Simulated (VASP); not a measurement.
Wanted: the native input for a VASP 6.6.1 run.

```yaml
Task: single point
Functional: r2SCAN
Potentials_or_basis: VASP PAW PBE potentials, release 64 (Si)
Cutoff: 520 eV
k_mesh: 8 × 8 × 8
Occupations: gaussian, width 0.15 eV
Spin: no spin polarisation
Dipole_correction: no
Further_INCAR_settings: ALGO = Normal; EDIFF = 1e-06; NBANDS = 26
```

The system is Si.

```
Si
1.0
    -3.32361    3.32361    3.32361
     3.32361   -3.32361    3.32361
     3.32361    3.32361   -3.32361
Si
8
Direct
  0.20869 0.19858 0.19760
  0.51102 0.00084 0.30233
  0.29951 0.50091 0.00000
  0.01109 0.30217 0.50008
  0.79131 0.80142 0.80240
  0.48898 0.99916 0.69767
  0.70049 0.49909 0.00000
  0.98891 0.69783 0.49992
```

This cell differs from its parent crystal: atoms displaced along a vibrational mode.

These files were run (other wordings do the same):

POSCAR

```
Si
1.0
   -3.3236145463      3.3236145463      3.3236145463
    3.3236145463     -3.3236145463      3.3236145463
    3.3236145463      3.3236145463     -3.3236145463
Si
8
Direct
    0.2086867163      0.1985801145      0.1976045294
    0.5110248326      0.0008359487      0.3023302737
    0.2995061581      0.5009058098      0.0000000000
    0.0110946079      0.3021699085      0.5000822820
    0.7913132837      0.8014198855      0.8023954706
    0.4889751674     -0.0008359487      0.6976697263
    0.7004938419      0.4990941902      0.0000000000
   -0.0110946079      0.6978300915      0.4999177180
```

INCAR.step1

```
SYSTEM = Si
ALGO     = Normal         ! electronic algorithm
EDIFF    = 1E-4           ! SCF threshold, eV
ENCUT    = 520            ! plane-wave cutoff, eV
GGA      = PE             ! functional
ISMEAR   = 0              ! smearing method
KPAR     = 4            
LASPH    = .TRUE.         ! aspherical terms in the spheres
LCHARG   = .FALSE.        ! write CHGCAR
LREAL    = .FALSE.        ! projectors in reciprocal space
LWAVE    = .TRUE.         ! write WAVECAR
NBANDS   = 26             ! bands
NELM     = 100            ! most SCF steps
PREC     = Accurate       ! precision mode
SIGMA    = 0.15           ! smearing width, eV
```

INCAR.step2

```
SYSTEM = Si
ALGO     = Normal         ! electronic algorithm
EDIFF    = 1E-6           ! SCF threshold, eV
ENCUT    = 520            ! plane-wave cutoff, eV
ISIF     = 2              ! what is computed and relaxed
ISMEAR   = 0              ! smearing method
ISTART   = 1            
KPAR     = 4            
LASPH    = .TRUE.         ! aspherical terms in the spheres
LCHARG   = .TRUE.         ! write CHGCAR
LMIXTAU  = .TRUE.       
LREAL    = .FALSE.        ! projectors in reciprocal space
LVHAR    = .TRUE.       
LWAVE    = .FALSE.        ! write WAVECAR
METAGGA  = R2SCAN         ! meta-GGA
NBANDS   = 26             ! bands
NELM     = 100            ! most SCF steps
PREC     = Accurate       ! precision mode
SIGMA    = 0.15           ! smearing width, eV
```

KPOINTS

```
k-points
0
G
  8 8 8
  0 0 0
```

Potentials or basis: VASP PAW PBE potentials, release 64 (Si).

Command:

```bash
$ cat potpaw_PBE.64/Si/POTCAR > POTCAR
$ cp INCAR.step1 INCAR
$ mpirun -np 4 vasp_std > vasp.out
$ cp INCAR.step2 INCAR
$ mpirun -np 4 vasp_std > vasp.out
```

It gave:

```yaml
Pressure: -0.3 GPa
Largest_force: 0.191 eV/Å
Band_gap_on_the_k_mesh: zero (filled and empty bands overlap)
```

Caveat: the cell differs from its parent crystal (atoms displaced along a vibrational mode); semilocal functionals underestimate gaps, and a narrow one can read as zero; the PAW data sets were made with another functional, which shifts forces and pressure a little.

It took 37 min on 4 MPI ranks on Oxide Virtual Turin-like Processor, with other jobs on the host, peak memory 0.81 GiB a rank.
